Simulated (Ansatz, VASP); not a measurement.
# BeRu in VASP and in Ansatz

INCAR

```
SYSTEM = BeRu
PREC = Accurate
ENCUT = 520
EDIFF = 1E-6
ISMEAR = -1
SIGMA = 0.05
LREAL = .False.
LASPH = .True.
NELM = 80
ALGO = Normal
ISIF = 2
LWAVE = .False.
LCHARG = .False.
GGA = PE
NBANDS = 15
```

File KPOINTS:

```
regular mesh
0
Gamma
  12 12 7
  0 0 0
```

POSCAR

```
BeRu
1.0
    2.4825969673      0.0000000000      0.0000000000
   -1.2412984837      2.1499920361      0.0000000000
    0.0000000000      0.0000000000      3.7700440566
Be Ru
1 1
Direct
    0.0000000000      0.0000000000      0.5000000000
    0.6666666700      0.3333333300      0.0000000000
```

File input.yaml:

```yaml
crystal:
  lattice:
    - [2.4825969673, 0.0, 0.0]
    - [-1.2412984837, 2.1499920361, 0.0]
    - [0.0, 0.0, 3.7700440566]
  atoms:
    - { symbol: Be, position: [0.0, 0.0, 0.5] }
    - { symbol: Ru, position: [0.66666667, 0.33333333, 0.0] }
kpoints:
  mp_grid: { grid: [12, 12, 7] }
scf:
  occupations: { method: fermi_dirac, width: 0.05 }
hamiltonian:
  xc: pbe
  pseudopotentials: { kind: all_electron, lapw: { basis_error: 0.0005 } }
output:
  forces: true
  stress: true
  eigenvalues: true
```

Change from the starting cell: volume scaled by 0.98.

Alike in both runs: task single point; functional PBE; k mesh 12 × 12 × 7; occupations fermi-dirac, width 0.05 eV; no spin polarisation.

|  | VASP | Ansatz |
| --- | --- | --- |
| version | VASP 6.6.1 | Ansatz 0.2.0 |
| potentials or method | VASP PAW PBE potentials, release 64 (Be, Ru_pv), cutoff 520 eV | all-electron LAPW, scalar-relativistic |

```csv
,VASP,Ansatz,Ansatz less VASP
gap on the k mesh at the Fermi level (eV),none,none,-
pressure (GPa),44.5,44.2,-0.32
"traceless stress, the component that is largest in VASP (GPa)",-29.72,-29.56,+0.162
```

A gap of «none» marks a metal or a gap that the smearing closes. Both programs put the cell under a high pressure, so it lies far from rest at this level. Ansatz ran all-electron here, and VASP with PAW potentials.
